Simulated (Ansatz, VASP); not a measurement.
# One calculation of SnTe, two programs

```
Sn Te
1.0
     0.00000    3.18806    3.15650
     3.18806    0.00000    3.15650
     3.18806    3.18806    0.00000
Sn Te
1 1
Direct
  0.00000 0.00000 0.00000
  0.50000 0.50000 0.50000
```

Change from the starting cell: equal xx and yy strain of +1 %.

Alike in both runs: task single point; functional PBEsol; k mesh 11 × 11 × 11; occupations fermi-dirac, width 0.08 eV; no spin polarisation.

|  | VASP | Ansatz |
| --- | --- | --- |
| version | VASP 6.6.1 | Ansatz 0.2.0 |
| potentials or method | VASP PAW PBE potentials, release 64 (Sn_d, Te), cutoff 520 eV | all-electron LAPW, scalar-relativistic |

Ansatz gave:

| Property | Result |
| --- | --- |
| pressure (GPa) | -1.4 |
| traceless stress, the component that is largest in VASP (GPa) | 0.79 |

Q: Which values does VASP return?

A: Pressure (GPa): -1.4; traceless stress, the component that is largest in VASP (GPa): 0.80.

VASP's potentials were made for PBE, not for PBEsol. Ansatz ran all-electron here, and VASP with PAW potentials.

Spin-orbit coupling is off throughout.
